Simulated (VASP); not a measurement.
# TiO2 in VASP: notebook

The runs below take TiO2 through single point, with PBE.

Program: VASP 6.6.1. These are calculated values, not measurements. Logs are shortened: lines on timing, memory, paths and dates and some standing lists are left out, and cuts for length are marked.

## Step 1: The cell of the first run

The cell holds an amorphous packing of atoms, 18 atoms: a = 5.969 Å, b = 6.077 Å, c = 5.962 Å, α = 91.03°, β = 92.39°, γ = 91.22°.

## Step 2: Single point, PBE

The input, INCAR:

```
ALGO     = Normal         # electronic algorithm
EDIFF    = 1E-6           # SCF threshold, eV
ENCUT    = 520            # plane-wave cutoff, eV
GGA      = PE             # functional
ISIF     = 2              # what is computed and relaxed
ISMEAR   = -1             # smearing method
ISYM     = 0            
LASPH    = T              # aspherical terms in the spheres
LCHARG   = F              # write CHGCAR
LREAL    = Auto         
LWAVE    = F              # write WAVECAR
NBANDS   = 87             # bands
NELM     = 80             # most SCF steps
PREC     = Accurate       # precision mode
SIGMA    = 0.1172         # smearing width, eV
```

The input, KPOINTS:

```
k-points
0
Gamma
  1 1 1
```

The input, POSCAR:

```
TiO2
1.0
    5.9678230000     -0.0646880000     -0.1248110000
   -0.0646880000      6.0763150000     -0.0548890000
   -0.1248110000     -0.0548890000      5.9604060000
Ti O
6 12
Direct
    0.9052794345      0.0636978989      0.9062978504
    0.5052116637      0.7511817580      0.6831396365
    0.9900427289      0.5165059004      0.7007718460
    0.7111742151      0.4765903925      0.1995830376
    0.1313904013      0.1462083579      0.3730739480
    0.4967626050     -0.0154983827      0.1211420408
    0.9110076630      0.8076959315      0.7711680042
    0.4702335382      0.3027609018      0.2374272090
    0.0793576815      0.1889733233      0.6774025575
    1.0482062957      0.4478369216      0.3832431879
    0.8264043585      1.0467304101      0.2073137870
    0.2969173925      0.5849019231      0.7528527819
    0.5738400468      0.0562233743      0.8378977195
    0.1755418742     -0.0193184127      0.0989776852
    0.6908368749      0.5878043109      0.5114557686
    0.3696534772     -0.0897555493      0.4544601874
    0.5923309742      0.6996337451      1.0412343753
    0.8409736435      0.3661469990      0.9337681366
```

Potentials or basis: VASP PAW PBE potentials, release 64 (Ti_sv, O).

Started as:

```
> cat potpaw_PBE.64/Ti_sv/POTCAR potpaw_PBE.64/O/POTCAR > POTCAR
> mpirun -np 1 vasp_gam > vasp.out
```

OUTCAR:

```text
EDIFF = 1E-6
   ENCUT = 520
   GGA = PE
   ISIF = 2
   ISMEAR = -1
   ISYM = 0
   LASPH = T
   LREAL = Auto
   NELM = 80
   PREC = Accurate

 ion  position               nearest neighbor table
   1  0.905  0.064  0.906-   7 1.74  11 1.88  18 1.89   9 1.91  13 2.00  14 2.02   6 2.84
   2  0.505  0.751  0.683-  12 1.66  15 1.83  16 1.85  13 2.08  17 2.21
   3  0.990  0.517  0.701-  12 1.88   7 1.89  18 1.92  10 1.98   9 2.08  15 2.13
   4  0.711  0.477  0.200-   8 1.79  17 1.81  18 1.91  15 1.98  10 2.26
   5  0.131  0.146  0.373-   9 1.87  10 1.91  14 1.93  16 2.09  11 2.11   8 2.39   6 2.88
   6  0.497  0.985  0.121-  13 1.83  17 1.89  14 1.92  11 2.04   8 2.05  16 2.21   1 2.84   5 2.88

   7  0.911  0.808  0.771-   1 1.74   3 1.89
   8  0.470  0.303  0.237-   4 1.79   6 2.05   5 2.39
   9  0.079  0.189  0.677-   5 1.87   1 1.91   3 2.08
  10  0.048  0.448  0.383-   5 1.91   3 1.98   4 2.26
  11  0.826  0.047  0.207-   1 1.88   6 2.04   5 2.11
  12  0.297  0.585  0.753-   2 1.66   3 1.88
  13  0.574  0.056  0.838-   6 1.83   1 2.00   2 2.08
  14  0.176  0.981  0.099-   6 1.92   5 1.93   1 2.02
  15  0.691  0.588  0.511-   2 1.83   4 1.98   3 2.13
  16  0.370  0.910  0.454-   2 1.85   5 2.09   6 2.21
  17  0.592  0.700  0.041-   4 1.81   6 1.89   2 2.21
  18  0.841  0.366  0.934-   1 1.89   4 1.91   3 1.92

IMPORTANT INFORMATION: All symmetrisations will be switched off!
NOSYMM: (Re-)initialisation of all symmetry stuff for point group C_1.

----------------------------------------------------------------------------------------

                                     Primitive cell

  volume of cell :     216.0000

  direct lattice vectors                    reciprocal lattice vectors
     5.967823000 -0.064688000 -0.124811000     0.167658758  0.001816748  0.003527507
    -0.064688000  6.076315000 -0.054889000     0.001816748  0.164606808  0.001553896
    -0.124811000 -0.054889000  5.960406000     0.003527507  0.001553896  0.167861982

  length of vectors
     5.969478510  6.076907217  5.961965303     0.167705704  0.164624167  0.167906232

  position of ions in fractional coordinates (direct lattice)
     0.905279435  0.063697899  0.906297850
     0.505211664  0.751181758  0.683139637
     0.990042729  0.516505900  0.700771846
     0.711174215  0.476590393  0.199583038
     0.131390401  0.146208358  0.373073948
     0.496762605  0.984501617  0.121142041
[... 10 lines left out ...]
     0.592330974  0.699633745  0.041234375
     0.840973643  0.366146999  0.933768137

  ion indices of the primitive-cell ions
   primitive index   ion index
                 1           1
                 2           2
                 3           3
                 4           4
                 5           5
                 6           6
[... 10 lines left out ...]
                17          17
                18          18

----------------------------------------------------------------------------------------

 KPOINTS: k-points

Automatic generation of k-mesh.
 Grid dimensions read from file:
 generate k-points for:    1    1    1

 Generating k-lattice:

  Cartesian coordinates                     Fractional coordinates (reciprocal lattice)
     0.167658758  0.001816748  0.003527507     1.000000000 -0.000000000 -0.000000000
     0.001816748  0.164606808  0.001553896    -0.000000000  1.000000000  0.000000000
     0.003527507  0.001553896  0.167861982     0.000000000  0.000000000  1.000000000

  Length of vectors
     0.167705704  0.164624167  0.167906232

  Shift w.r.t. Gamma in fractional coordinates (k-lattice)
     0.000000000  0.000000000  0.000000000

 Subroutine IBZKPT returns following result:
 ===========================================

 Found      1 irreducible k-points:

 Following reciprocal coordinates:
            Coordinates               Weight
  0.000000  0.000000  0.000000      1.000000
   k-points           NKPTS =      1   k-points in BZ     NKDIM =      1   number of bands    NBANDS=     87
   number of dos      NEDOS =    301   number of ions     NIONS =     18
   total plane-waves  NPLWV = 110592
   dimension x,y,z NGX =    48 NGY =   48 NGZ =   48
   dimension x,y,z NGXF=    96 NGYF=   96 NGZF=   96
   ions per type =               6  12
   NGX,Y,Z   is equivalent  to a cutoff of  13.37, 13.13, 13.38 a.u.
   NGXF,Y,Z  is equivalent  to a cutoff of  26.74, 26.26, 26.77 a.u.
 SYSTEM =  unknown system
   PREC   = accura    normal or accurate (medium, high low for compatibility)
   ISTART =      0    job   : 0-new  1-cont  2-samecut
   ICHARG =      2    charge: 1-file 2-atom 10-const
   ISPIN  =      1    spin polarized calculation?
   LNONCOLLINEAR =      F non collinear calculations
   LSORBIT =      F    spin-orbit coupling
   LASPH  =      T    aspherical Exc in radial PAW
   ENCUT  =  520.0 eV  38.22 Ry    6.18 a.u.  11.10 11.30 11.09*2*pi/ulx,y,z
   NELM   =     80;   NELMIN=  2; NELMDL= -5     # of ELM steps
   EDIFF  = 0.1E-05   stopping-criterion for ELM
   LREAL  =      T    real-space projection
   EDIFFG = 0.1E-04   stopping-criterion for IOM
   NSW    =      0    number of steps for IOM
   IBRION =     -1    ionic relax: 0-MD 1-quasi-New 2-CG
   NFREE  =      0    steps in history (QN), initial steepest desc. (CG)
   ISIF   =      2    stress and relaxation
   ISYM   =      0    0-nonsym 1-usesym 2-fastsym
   POTIM  = 0.5000    time-step for ionic-motion
   TEBEG  =    0.0;   TEEND  =   0.0 temperature during run
   PSTRESS=    0.0 pullay stress
   NELECT =     144.0000    total number of electrons
   NUPDOWN=      -1.0000    fix difference up-down
   EMIN   =  10.00;   EMAX   =-10.00  energy-range for DOS
   EFERMI =   0.00;   METHOD = LEGACY
   ISMEAR =    -1;   SIGMA  =   0.12  broadening in eV -4-tet -1-fermi 0-gaus
   EFERMI_NEDOS =   21; number of points for ismear=-14 and -15
   IALGO  =     38    algorithm
   IMIX   =      4    mixing-type and parameters
     AMIX     =   0.40;   BMIX     =  1.00
     AMIX_MAG =   1.60;   BMIX_MAG =  1.00
  volume/ion in A,a.u.               =      12.00        80.98
  Fermi-wavevector in a.u.,A,eV,Ry     =   1.430137  2.702568 27.827898  2.045293
  Thomas-Fermi vector in A             =   2.550015
   LORBIT       =      0    0 simple, 1 ext, 2 COOP (PROOUT), +10 PAW based schemes
   GGA     = PE    functional components
   LHFCALC =     F    Hartree Fock is set to
   AEXX    =    0.0000 exact exchange contribution
   IVDW    =     0    specifies the selected vdW correction
   LEPSILON=     F    determine dielectric tensor
   LRPA    =     F    only Hartree local field effects (RPA)
 non-spin polarized calculation
  energy-cutoff  :      520.00
  volume of cell :      216.00
 maximum number of plane-waves:      2896
 NGX is ok and might be reduce to    48
   NGX = 23   NGY = 23   NGZ = 23

 number of electron     144.0000003 magnetization

 Free energy of the ion-electron system (eV)
  ---------------------------------------------------
  ext. energy  EPLUGINS =         0.00000000
  ---------------------------------------------------
  free energy    TOTEN  =      -157.46461920 eV

  energy without entropy =     -157.46446043  energy(sigma->0) =     -157.46453982

 E-fermi :   4.4574     XC(G=0): -10.3546

 val. band max:        3.2183904430   @ k =   0.0000   0.0000   0.0000
 cond. band min:       5.7252296389   @ k =   0.0000   0.0000   0.0000
 fundamental gap:      2.5068391959
 Fermi energy:         4.4574346282

 k-point     1 :       0.0000    0.0000    0.0000
  band No.  band energies     occupation
      1     -53.6741      2.00000
      2     -53.4187      2.00000
      3     -53.4139      2.00000
      4     -53.2661      2.00000
      5     -52.7814      2.00000
      6     -52.7143      2.00000
[... 76 lines left out ...]
     83       6.7722      0.00000
     84       6.9779      0.00000
 [bands above 84 left out]

------------------------ aborting loop because EDIFF is reached ----------------------------------------

  FORCE on cell =-STRESS in cart. coord.  units (eV):
  Direction    XX          YY          ZZ          XY          YZ          ZX
  --------------------------------------------------------------------------------------
  -------------------------------------------------------------------------------------
  Total        5.7502277     13.9069707      9.7184227      3.4815544      3.2941911     -6.7400185
  in kB       42.6522434    103.1547837     72.0862807     25.8243872     24.4346223    -49.9940042
  external PRESSURE =      72.6311026 kB  Pullay stress =       0.0000000 kB

 VOLUME and BASIS-vectors are now :
 -----------------------------------------------------------------------------
  energy-cutoff  :      520.00
  volume of cell :      216.00
      direct lattice vectors                 reciprocal lattice vectors
     5.967823000 -0.064688000 -0.124811000     0.167658758  0.001816748  0.003527507
    -0.064688000  6.076315000 -0.054889000     0.001816748  0.164606808  0.001553896
    -0.124811000 -0.054889000  5.960406000     0.003527507  0.001553896  0.167861982

 POSITION                                       TOTAL-FORCE (eV/Angst)
 -----------------------------------------------------------------------------------
      5.28531      0.27874      5.28542         0.873216     -0.838248     -0.144163
      2.88116      4.49424      3.96750         3.216996      3.251888     -1.333381
      5.78752      3.03594      4.02497         0.296312      0.303938     -1.996985
      4.18842      2.83895      1.07467        -0.493863     -0.810813      2.126315
      0.72809      0.85943      2.19925        -0.347710      0.594526     -0.217216
      2.88579      5.94336      0.60602        -0.328108      0.491104      0.951689
[... 10 lines left out ...]
      3.48452      4.21062      0.13344        -0.527021      0.172052      0.707657
      4.87855      2.11917      5.44058         0.694293      2.910168     -0.506767
 -----------------------------------------------------------------------------------
    total drift:                                0.004801     -0.003212     -0.023840

  FREE ENERGIE OF THE ION-ELECTRON SYSTEM (eV)
  ---------------------------------------------------
  free  energy   TOTEN  =      -157.4646192021 eV

  energy  without entropy=     -157.4644604325  energy(sigma->0) =     -157.46453982
```

Wall time 82 s (1 thread of Intel Xeon Platinum 8488C (Sapphire Rapids), shared host); peak memory 0.3 GiB.

Results:

```
Free energy            : -157.4646 eV
Pressure               : 7.3 GPa
Largest force          : 4.765 eV/Å
Band gap on the k mesh : 2.51 eV
```

Forces in eV/Å, atoms in the order of the input:
```
Ti   0.873 -0.838 -0.144
Ti   3.217  3.252 -1.333
Ti   0.296  0.304 -1.997
Ti  -0.494 -0.811  2.126
Ti  -0.348  0.595 -0.217
Ti  -0.328  0.491  0.952
O    0.224 -1.882 -0.686
O   -0.429 -0.846 -0.438
O    0.101 -0.670  0.069
O   -0.778 -0.592 -1.516
O   -0.601  1.351  3.355
O   -3.792 -2.521  0.892
O   -0.402 -0.537  0.117
O    1.792  0.359 -0.732
O    0.472 -1.159 -0.515
O    0.029  0.422 -0.135
O   -0.527  0.172  0.708
O    0.694  2.910 -0.507
```

Caveat: the k points lie up to 1.05 Å⁻¹ apart.

## Step 3: Single point, PBE

The input, INCAR:

```
SYSTEM = TiO2
PREC = Accurate
ENCUT = 520
EDIFF = 1E-6
ISMEAR = -1
SIGMA = 0.05
LREAL = Auto
LASPH = .True.
NELM = 100
ALGO = Normal
ISIF = 2
LWAVE = .False.
LCHARG = .False.
GGA = PE
ISYM = 0
NBANDS = 87
```

The input, KPOINTS:

```
regular mesh
0
Gamma
  1 1 1
  0 0 0
```

The input, POSCAR:

```
TiO2
1.0
    5.9678230000     -0.0646880000     -0.1248110000
   -0.0646880000      6.0763150000     -0.0548890000
   -0.1248110000     -0.0548890000      5.9604060000
Ti O
6 12
Direct
    0.8935798935      0.0748515802      0.8835811065
    0.5248795689      0.7556078543      0.6801532150
    0.9881726513      0.5209652606      0.6711930494
    0.6862905235      0.4402523994      0.2286523134
    0.1167528182      0.1893662924      0.3452374154
    0.4632570839      0.9595029784      0.1484480653
    0.8942187457      0.8103339346      0.7255555671
    0.4272765853      0.2835168065      0.2183453228
    0.1009129527      0.1767160535      0.6448568795
    0.0194296712      0.4698719876      0.3475075088
    0.8150127974      0.1276891714      0.2223775181
    0.2802120746      0.6078028650      0.7643117332
    0.5814320081      0.0388473529      0.8446879965
    0.1614202121      0.9694068176      0.0776154827
    0.6680355719      0.5152130523      0.5209953344
    0.4001242825      0.8924271242      0.4500370183
    0.5791217102      0.6955039979      0.0852657149
    0.8682283945      0.3857936591      0.9178130286
```

Potentials or basis: VASP PAW PBE potentials, release 64 (Ti_sv, O).

Started as:

```
> cat potpaw_PBE.64/Ti_sv/POTCAR potpaw_PBE.64/O/POTCAR > POTCAR
> mpirun -np 1 vasp_gam > vasp.out
```

OUTCAR:

```text
SYSTEM = TiO2
   PREC = Accurate
   ENCUT = 520
   EDIFF = 1E-6
   ISMEAR = -1
   LREAL = Auto
   LASPH = .True.
   NELM = 100
   ISIF = 2
   GGA = PE
   ISYM = 0

 ion  position               nearest neighbor table
   1  0.894  0.075  0.884-   7 1.85  13 1.88  18 1.91   9 2.02  14 2.05  11 2.11
   2  0.525  0.756  0.680-  16 1.76  12 1.79  15 1.96  13 1.98   7 2.23
   3  0.988  0.521  0.671-  18 1.86  12 1.87   7 1.88  10 1.97  15 2.08   9 2.22   5 2.91
   4  0.686  0.440  0.229-   8 1.80  15 1.80  17 1.89  11 2.06  10 2.09  18 2.21
   5  0.117  0.189  0.345-   9 1.80  10 1.81  11 1.94  14 2.09   8 2.10   6 2.81   3 2.91
   6  0.463  0.960  0.148-  17 1.80  14 1.84  16 1.90   8 2.02  13 2.03  11 2.34   5 2.81
[... 268 lines left out ...]
  in kB        8.8006364     70.9186852     48.2935947    -10.5397156     25.4340068     -7.8258232
  external PRESSURE =      42.6709721 kB  Pullay stress =       0.0000000 kB

 VOLUME and BASIS-vectors are now :
 -----------------------------------------------------------------------------
  energy-cutoff  :      520.00
  volume of cell :      216.00
      direct lattice vectors                 reciprocal lattice vectors
     5.967823000 -0.064688000 -0.124811000     0.167658758  0.001816748  0.003527507
    -0.064688000  6.076315000 -0.054889000     0.001816748  0.164606808  0.001553896
    -0.124811000 -0.054889000  5.960406000     0.003527507  0.001553896  0.167861982

 POSITION                                       TOTAL-FORCE (eV/Angst)
 -----------------------------------------------------------------------------------
      5.21760      0.34852      5.15087         0.946967     -0.585303      1.065325
      2.99862      4.52002      3.94700         0.234528     -0.032311      0.639261
      5.77977      3.06478      3.84865         1.131577      0.774882      0.692340
      4.03864      2.61817      1.25304         0.583571      0.270508     -1.047533
      0.64142      1.12415      2.03279         0.038787     -0.445816     -0.749277
      2.68404      5.79213      0.77433         0.214622      0.631840     -0.172669
[... 10 lines left out ...]
      3.40046      4.18396      0.39776         0.829005     -0.806511     -0.147275
      5.04192      2.23766      5.34100        -0.000547      0.730435     -0.403181
 -----------------------------------------------------------------------------------
    total drift:                               -0.007358      0.007212     -0.015587

  FREE ENERGIE OF THE ION-ELECTRON SYSTEM (eV)
  ---------------------------------------------------
  free  energy   TOTEN  =      -159.7731725243 eV

  energy  without entropy=     -159.7731725243  energy(sigma->0) =     -159.77317252
```

stdout:

```text
POSCAR found type information on POSCAR TiO
 POSCAR found :  2 types and      18 ions
 scaLAPACK will be used
 LDA part: xc-table for (Slater+PW92), standard interpolation
 POSCAR, INCAR and KPOINTS ok, starting setup
 FFT: planning ... GRIDC
 FFT: planning ... GRID_SOFT
 FFT: planning ... GRID
 WAVECAR not read
 entering main loop
```

It took 73 s on 1 thread of Intel Xeon Platinum 8488C (Sapphire Rapids), shared host; peak memory 0.3 GiB.

Results:

| Quantity | Value |
| --- | --- |
| Free energy | -159.7732 eV |
| Pressure | 4.3 GPa |
| Largest force | 1.544 eV/Å |
| Band gap on the k mesh | 3.20 eV |

Forces in eV/Å, atoms in the order of the input:
```
Ti   0.947 -0.585  1.065
Ti   0.235 -0.032  0.639
Ti   1.132  0.775  0.692
Ti   0.584  0.271 -1.048
Ti   0.039 -0.446 -0.749
Ti   0.215  0.632 -0.173
O   -0.668 -0.836 -0.447
O   -1.370 -0.689  0.175
O   -0.750  0.405  0.133
O    0.445  0.525 -0.398
O    0.066 -0.726  0.239
O   -0.485 -0.425 -0.443
O   -0.518 -0.017  0.391
O   -0.357  0.381  0.084
O   -0.368  0.485  1.192
O    0.026  0.361 -0.803
O    0.829 -0.807 -0.147
O   -0.001  0.730 -0.403
```

Caveat: the k points lie up to 1.05 Å⁻¹ apart.

(Part 1 of 2 ends here.)
